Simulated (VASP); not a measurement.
The system is TlBr.

```
CELL_PARAMETERS angstrom
3.99991 0.00000 0.00000
0.00000 3.99991 0.00000
0.00000 0.00000 3.99991
ATOMIC_POSITIONS crystal
Tl 0.00000 0.00000 0.00000
Br 0.50000 0.50000 0.50000
```

```yaml
Program: VASP 6.6.1
Task: relaxation of cell and atoms
Functional: r2SCAN
Dispersion: rVV10
Potentials_or_basis: VASP PAW PBE potentials, release 64 (Tl_d, Br)
Cutoff: 550 eV
k_mesh: 6 × 6 × 6
Occupations: fermi-dirac, width 0.02 eV
Spin: no spin polarisation
```

At the start: pressure -0.9 GPa; volume 32.00 Å³/atom.

Problem. How do energy, volume and symmetry change on relaxing?

Solution. Over 3 steps the energy falls by 3.3 meV/atom and the volume is 30.89 Å³/atom (-3.5 %); space group Pm-3m (No. 221, to 0.1 Å) before and after.

The path:
```csv
step,energy change (eV),largest force (eV/Å),pressure (GPa),volume (Å³)
1,0.0000,0.0000,-0.91,64.00
2,-0.0062,0.0000,-0.26,62.33
3,-0.0066,0.0000,0.00,61.77
```

Final structure:
```
Tl Br
1.0
     3.95300    0.00000    0.00000
     0.00000    3.95300    0.00000
     0.00000    0.00000    3.95300
Tl Br
1 1
Direct
  0.00000 0.00000 0.00000
  0.50000 0.50000 0.50000
```

Caveat: the PAW data sets were made with another functional, which shifts forces and pressure a little.
